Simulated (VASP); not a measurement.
# Ge3Pd (P4/mmm) in VASP: notebook

Runs on Ge3Pd. Level: PBE. Tasks: single point, relaxation of cell and atoms.

Everything below comes from runs of VASP 6.6.1. Logs are shortened: lines on timing, memory, paths and dates and some standing lists are left out, and cuts for length are marked.

## Step 1: The cell of the first run

The structure is tetragonal, space group P4/mmm (No. 123). The conventional cell has a = 3.582 Å, b = 3.582 Å, c = 5.602 Å, α = 90.00°, β = 90.00°, γ = 90.00°. Within 3.3 Å of Ge (site symmetry 4/mmm) lie 4 Ge at 2.53 Å and 2 Pd at 2.80 Å. Within 3.3 Å of Ge (site symmetry 4/mmm) lie 4 Pd at 2.53 Å and 2 Ge at 2.80 Å. Within 3.3 Å of Ge (site symmetry 4/mmm) lie 6 Ge at 2.53 to 2.80 Å. Pd (site symmetry 4/mmm) has 6 Ge at 2.53 to 2.80 Å within 3.3 Å.

The cell was generated, and may not be a known phase.

## Step 2: Single point, PBE

The input, INCAR:

```
SYSTEM = Ge3Pd
ALGO = Normal ; EDIFF = 1E-6
ENCUT = 520 ; GGA = PE
ISIF = 2 ; ISMEAR = 0
LASPH = .True. ; LCHARG = .True.
LELF = .True. ; LREAL = .False.
LVHAR = .True. ; LWAVE = .False.
NBANDS = 34 ; NELM = 80
PREC = Accurate ; SIGMA = 0.1
```

The input, KPOINTS:

```
k-points
0
Gamma
  6 6 4
  0 0 0
```

The input, POSCAR:

```
Ge3Pd
1.0
    3.5824060700      0.0000000000      0.0000000000
    0.0000000000      3.5824060700      0.0000000000
    0.0000000000      0.0000000000      5.6018368200
Ge Pd
3 1
Direct
    0.0000000000      0.0000000000      0.5000000000
    0.5000000000      0.5000000000      0.0000000000
    0.5000000000      0.5000000000      0.5000000000
    0.0000000000      0.0000000000      0.0000000000
```

Potentials or basis: VASP PAW PBE potentials, release 64 (Ge_d, Pd).

On the command line:

```console
$ cat potpaw_PBE.64/Ge_d/POTCAR potpaw_PBE.64/Pd/POTCAR > POTCAR
$ mpirun -np 1 vasp_std > vasp.out
```

OUTCAR:

```text
SYSTEM = Ge3Pd
   EDIFF = 1E-6
   ENCUT = 520
   GGA = PE
   ISIF = 2
   ISMEAR = 0
   LASPH = .True.
   LREAL = .False.
   NELM = 80
   PREC = Accurate

 ion  position               nearest neighbor table
   1  0.000  0.000  0.500-   3 2.53   3 2.53   3 2.53   3 2.53   4 2.80   4 2.80
   2  0.500  0.500  0.000-   4 2.53   4 2.53   4 2.53   4 2.53   3 2.80   3 2.80
   3  0.500  0.500  0.500-   1 2.53   1 2.53   1 2.53   1 2.53   2 2.80   2 2.80
   4  0.000  0.000  0.000-   2 2.53   2 2.53   2 2.53   2 2.53   1 2.80   1 2.80

  LATTYP: Found a simple tetragonal cell.
 ALAT       =     3.5824060700
 C/A-ratio  =     1.5637079411

  Lattice vectors:

 A1 = (   3.5824060700,   0.0000000000,   0.0000000000)
 A2 = (   0.0000000000,   3.5824060700,   0.0000000000)
 A3 = (   0.0000000000,   0.0000000000,   5.6018368200)

Analysis of symmetry for initial positions (statically):
=====================================================================
 Subroutine PRICEL returns:
 Original cell was already a primitive cell.

 Routine SETGRP: Setting up the symmetry group for a
 simple tetragonal supercell.

 Subroutine GETGRP returns: Found 16 space group operations
 (whereof 16 operations were pure point group operations)
 out of a pool of 16 trial point group operations.

The static configuration has the point symmetry D_4h.

Analysis of symmetry for dynamics (positions and initial velocities):
=====================================================================
 Subroutine PRICEL returns:
 Original cell was already a primitive cell.

 Routine SETGRP: Setting up the symmetry group for a
 simple tetragonal supercell.

 Subroutine GETGRP returns: Found 16 space group operations
 (whereof 16 operations were pure point group operations)
 out of a pool of 16 trial point group operations.

The dynamic configuration has the point symmetry D_4h.

 Subroutine INISYM returns: Found 16 space group operations
 (whereof 16 operations are pure point group operations),
 and found     1 'primitive' translations

----------------------------------------------------------------------------------------

                                     Primitive cell

  volume of cell :      71.8919

  direct lattice vectors                    reciprocal lattice vectors
     3.582406070  0.000000000  0.000000000     0.279142001  0.000000000  0.000000000
     0.000000000  3.582406070  0.000000000     0.000000000  0.279142001  0.000000000
     0.000000000  0.000000000  5.601836820     0.000000000  0.000000000  0.178512876

  length of vectors
     3.582406070  3.582406070  5.601836820     0.279142001  0.279142001  0.178512876

  position of ions in fractional coordinates (direct lattice)
     0.000000000  0.000000000  0.500000000
     0.500000000  0.500000000  0.000000000
     0.500000000  0.500000000  0.500000000
     0.000000000  0.000000000  0.000000000

  ion indices of the primitive-cell ions
   primitive index   ion index
                 1           1
                 2           2
                 3           3
                 4           4

----------------------------------------------------------------------------------------

 KPOINTS: k-points

Automatic generation of k-mesh.
 Grid dimensions read from file:
 generate k-points for:    6    6    4

 Generating k-lattice:

  Cartesian coordinates                     Fractional coordinates (reciprocal lattice)
     0.046523667  0.000000000  0.000000000     0.166666667  0.000000000  0.000000000
     0.000000000  0.046523667  0.000000000     0.000000000  0.166666667  0.000000000
     0.000000000  0.000000000  0.044628219     0.000000000  0.000000000  0.250000000

  Length of vectors
     0.046523667  0.046523667  0.044628219

  Shift w.r.t. Gamma in fractional coordinates (k-lattice)
     0.000000000  0.000000000  0.000000000

 Subroutine IBZKPT returns following result:
 ===========================================

 Found     30 irreducible k-points:

 Following reciprocal coordinates:
            Coordinates               Weight
  0.000000  0.000000  0.000000      1.000000
  0.166667  0.000000  0.000000      4.000000
  0.333333  0.000000  0.000000      4.000000
  0.500000  0.000000  0.000000      2.000000
  0.166667  0.166667  0.000000      4.000000
  0.333333  0.166667  0.000000      8.000000
[... 16 lines left out ...]
  0.333333  0.000000  0.500000      4.000000
  0.500000  0.000000  0.500000      2.000000
 [... further k-points ...]
   k-points           NKPTS =     30   k-points in BZ     NKDIM =     30   number of bands    NBANDS=     34
   number of dos      NEDOS =    301   number of ions     NIONS =      4
   total plane-waves  NPLWV =  32928
   dimension x,y,z NGX =    28 NGY =   28 NGZ =   42
   dimension x,y,z NGXF=    56 NGYF=   56 NGZF=   84
   ions per type =               3   1
   NGX,Y,Z   is equivalent  to a cutoff of  12.99, 12.99, 12.46 a.u.
   NGXF,Y,Z  is equivalent  to a cutoff of  25.99, 25.99, 24.93 a.u.
 SYSTEM =  Ge3Pd
   PREC   = accura    normal or accurate (medium, high low for compatibility)
   ISTART =      0    job   : 0-new  1-cont  2-samecut
   ICHARG =      2    charge: 1-file 2-atom 10-const
   ISPIN  =      1    spin polarized calculation?
   LNONCOLLINEAR =      F non collinear calculations
   LSORBIT =      F    spin-orbit coupling
   LASPH  =      T    aspherical Exc in radial PAW
   ENCUT  =  520.0 eV  38.22 Ry    6.18 a.u.   6.66  6.66 10.42*2*pi/ulx,y,z
   NELM   =     80;   NELMIN=  2; NELMDL= -5     # of ELM steps
   EDIFF  = 0.1E-05   stopping-criterion for ELM
   LREAL  =      F    real-space projection
   EDIFFG = 0.1E-04   stopping-criterion for IOM
   NSW    =      0    number of steps for IOM
   IBRION =     -1    ionic relax: 0-MD 1-quasi-New 2-CG
   NFREE  =      0    steps in history (QN), initial steepest desc. (CG)
   ISIF   =      2    stress and relaxation
   ISYM   =      2    0-nonsym 1-usesym 2-fastsym
   POTIM  = 0.5000    time-step for ionic-motion
   TEBEG  =    0.0;   TEEND  =   0.0 temperature during run
   PSTRESS=    0.0 pullay stress
   NELECT =      52.0000    total number of electrons
   NUPDOWN=      -1.0000    fix difference up-down
   EMIN   =  10.00;   EMAX   =-10.00  energy-range for DOS
   EFERMI =   0.00;   METHOD = LEGACY
   ISMEAR =     0;   SIGMA  =   0.10  broadening in eV -4-tet -1-fermi 0-gaus
   EFERMI_NEDOS =   21; number of points for ismear=-14 and -15
   IALGO  =     38    algorithm
   IMIX   =      4    mixing-type and parameters
     AMIX     =   0.40;   BMIX     =  1.00
     AMIX_MAG =   1.60;   BMIX_MAG =  1.00
  volume/ion in A,a.u.               =      17.97       121.29
  Fermi-wavevector in a.u.,A,eV,Ry     =   1.469544  2.777035 29.382591  2.159559
  Thomas-Fermi vector in A             =   2.584909
   LORBIT       =      0    0 simple, 1 ext, 2 COOP (PROOUT), +10 PAW based schemes
   GGA     = PE    functional components
   LHFCALC =     F    Hartree Fock is set to
   AEXX    =    0.0000 exact exchange contribution
   IVDW    =     0    specifies the selected vdW correction
   LEPSILON=     F    determine dielectric tensor
   LRPA    =     F    only Hartree local field effects (RPA)
 non-spin polarized calculation
 Gauss-broadening in eV      SIGMA  =   0.10
  energy-cutoff  :      520.00
  volume of cell :       71.89
 maximum number of plane-waves:      1954
 NGX is ok and might be reduce to    28
   NGX = 13   NGY = 13   NGZ = 21

 number of electron      51.9999976 magnetization

 Free energy of the ion-electron system (eV)
  ---------------------------------------------------
  ext. energy  EPLUGINS =         0.00000000
  ---------------------------------------------------
  free energy    TOTEN  =       -18.39767376 eV

  energy without entropy =      -18.38488803  energy(sigma->0) =      -18.39128090

 E-fermi :   7.0363     XC(G=0): -11.5322

 val. band max:        7.0146830424   @ k =   0.5000   0.5000   0.2500
 cond. band min:       7.0655906941   @ k =   0.5000   0.5000   0.0000
 fundamental gap:      0.0509076517
 Fermi energy:         7.0362831200

 k-point     1 :       0.0000    0.0000    0.0000
  band No.  band energies     occupation
      1     -17.7242      2.00000
      2     -17.5997      2.00000
      3     -17.5833      2.00000
      4     -17.5028      2.00000
      5     -17.5028      2.00000
      6     -17.4571      2.00000
[... 26 lines left out ...]
     33      16.4173      0.00000
     34      16.4177      0.00000

 k-point     2 :       0.1667    0.0000    0.0000
  band No.  band energies     occupation
      1     -17.6913      2.00000
      2     -17.5868      2.00000
      3     -17.5617      2.00000
      4     -17.4972      2.00000
      5     -17.4954      2.00000
      6     -17.4546      2.00000
[... 26 lines left out ...]
     33      14.8000      0.00000
     34      15.2552      0.00000

 k-point     3 :       0.3333    0.0000    0.0000
  band No.  band energies     occupation
      1     -17.5994      2.00000
      2     -17.5581      2.00000
      3     -17.5051      2.00000
      4     -17.4822      2.00000
      5     -17.4766      2.00000
      6     -17.4491      2.00000
[... 26 lines left out ...]
     33      15.4856      0.00000
     34      16.3490      0.00000
[... 704 lines left out ...]
 k-point    23 :       0.3333    0.0000    0.5000
  band No.  band energies     occupation
      1     -17.5994      2.00000
      2     -17.5195      2.00000
      3     -17.5050      2.00000
      4     -17.4723      2.00000
      5     -17.4672      2.00000
      6     -17.4467      2.00000
[... 26 lines left out ...]
     33      13.8775      0.00000
     34      13.9323      0.00000

 k-point    24 :       0.5000    0.0000    0.5000
  band No.  band energies     occupation
      1     -17.4815      2.00000
      2     -17.4784      2.00000
      3     -17.4579      2.00000
      4     -17.4550      2.00000
      5     -17.4484      2.00000
      6     -17.4471      2.00000
[... 26 lines left out ...]
     33      12.8829      0.00000
     34      13.6717      0.00000

 [... further k-points ...]

------------------------ aborting loop because EDIFF is reached ----------------------------------------

  FORCE on cell =-STRESS in cart. coord.  units (eV):
  Direction    XX          YY          ZZ          XY          YZ          ZX
  --------------------------------------------------------------------------------------
  -------------------------------------------------------------------------------------
  Total        3.9277193      3.9277193     -1.5970273      0.0000000      0.0000000      0.0000000
  in kB       87.5328257     87.5328257    -35.5912164      0.0000000      0.0000000      0.0000000
  external PRESSURE =      46.4914783 kB  Pullay stress =       0.0000000 kB

 VOLUME and BASIS-vectors are now :
 -----------------------------------------------------------------------------
  energy-cutoff  :      520.00
  volume of cell :       71.89
      direct lattice vectors                 reciprocal lattice vectors
     3.582406070  0.000000000  0.000000000     0.279142001  0.000000000  0.000000000
     0.000000000  3.582406070  0.000000000     0.000000000  0.279142001  0.000000000
     0.000000000  0.000000000  5.601836820     0.000000000  0.000000000  0.178512876

 POSITION                                       TOTAL-FORCE (eV/Angst)
 -----------------------------------------------------------------------------------
      0.00000      0.00000      2.80092         0.000000      0.000000      0.000000
      1.79120      1.79120      0.00000         0.000000      0.000000      0.000000
      1.79120      1.79120      2.80092         0.000000      0.000000      0.000000
      0.00000      0.00000      0.00000         0.000000      0.000000      0.000000
 -----------------------------------------------------------------------------------
    total drift:                                0.000000      0.000000      0.000000

  FREE ENERGIE OF THE ION-ELECTRON SYSTEM (eV)
  ---------------------------------------------------
  free  energy   TOTEN  =       -18.3976737625 eV

  energy  without entropy=      -18.3848880313  energy(sigma->0) =      -18.39128090
```

Run time: 86 s. Hardware: 1 thread of Intel Xeon Platinum 8259CL at 2.50GHz (Skylake/Cascade Lake), shared host; peak memory 0.21 GiB.

What came out:

| Quantity | Value |
| --- | --- |
| Free energy | -18.3977 eV |
| Pressure | 4.6 GPa |
| Band gap on the k mesh | zero (bands 26 and 27 overlap by 3.29 eV) |

Caveat: the stress differs along the axes, from -4 to 9 GPa.

## Step 3: Single point, PBE

This run uses another cell than the first one, of 18.54 Å³/atom.

The input, INCAR:

```
SYSTEM = Ge3Pd
PREC = Accurate
ENCUT = 520
EDIFF = 1E-7
ISMEAR = 0
SIGMA = 0.1
LREAL = .False.
LASPH = .True.
NELM = 80
ALGO = Normal
ISIF = 2
LWAVE = .False.
LCHARG = .False.
GGA = PE
NBANDS = 34
```

The input, KPOINTS:

```
regular mesh
0
Gamma
  6 6 4
  0 0 0
```

The input, POSCAR:

```
Ge3Pd
1.0
    3.7221123498      0.0000000000      0.0000000000
    0.0000000000      3.7221123498      0.0000000000
    0.0000000000      0.0000000000      5.3535508158
Ge Pd
3 1
Direct
    0.0000000000      0.0000000000      0.5000000000
    0.5000000000      0.5000000000      0.0000000000
    0.5000000000      0.5000000000      0.5000000000
    0.0000000000      0.0000000000      0.0000000000
```

Potentials or basis: VASP PAW PBE potentials, release 64 (Ge_d, Pd).

On the command line:

```console
$ cat potpaw_PBE.64/Ge_d/POTCAR potpaw_PBE.64/Pd/POTCAR > POTCAR
$ mpirun -np 1 vasp_std > vasp.out
```

Wall time 94 s (1 thread of Intel Xeon Platinum 8259CL at 2.50GHz (Skylake/Cascade Lake), shared host); peak memory 0.21 GiB.

The run converged. Its results:

```yaml
Free_energy: -18.5743 eV
Pressure: -0.1 GPa
Band_gap_on_the_k_mesh: zero (bands 26 and 27 overlap by 3.02 eV)
```

Stress tensor (GPa, compression positive):
```
-0.04  0.00  0.00
 0.00 -0.04  0.00
 0.00  0.00 -0.12
```

Levels at points of the mesh, in eV from the Fermi level:
```tsv
k point	band 22	band 23	band 24	band 25	band 26	band 27	band 28	band 29	band 30	band 31
(0.00, 0.00, 0.00)	-2.36	-2.36	-1.66	-1.66	-1.04	2.29	2.35	2.35	4.65	5.94
(0.50, 0.00, 0.00)	-2.29	-2.06	-1.11	-0.98	-0.49	1.59	1.60	2.69	3.47	5.94
(0.50, 0.50, 0.00)	-2.81	-2.38	-1.90	-1.84	-0.81	-0.81	-0.26	0.18	2.96	5.49
(0.00, 0.00, 0.50)	-2.81	-2.59	-0.57	-0.57	1.24	1.26	1.26	1.90	2.31	4.55
(0.50, 0.00, 0.50)	-2.60	-2.45	-1.77	1.61	1.76	2.20	2.21	3.09	4.72	5.03
(0.50, 0.50, 0.50)	-2.19	-2.19	-1.94	-1.94	-1.90	-1.10	-0.21	3.14	3.68	8.08
```

(Continued in part 2 of 3.)

The gap in the log of VASP goes by the Fermi energy; the results here count the filled bands.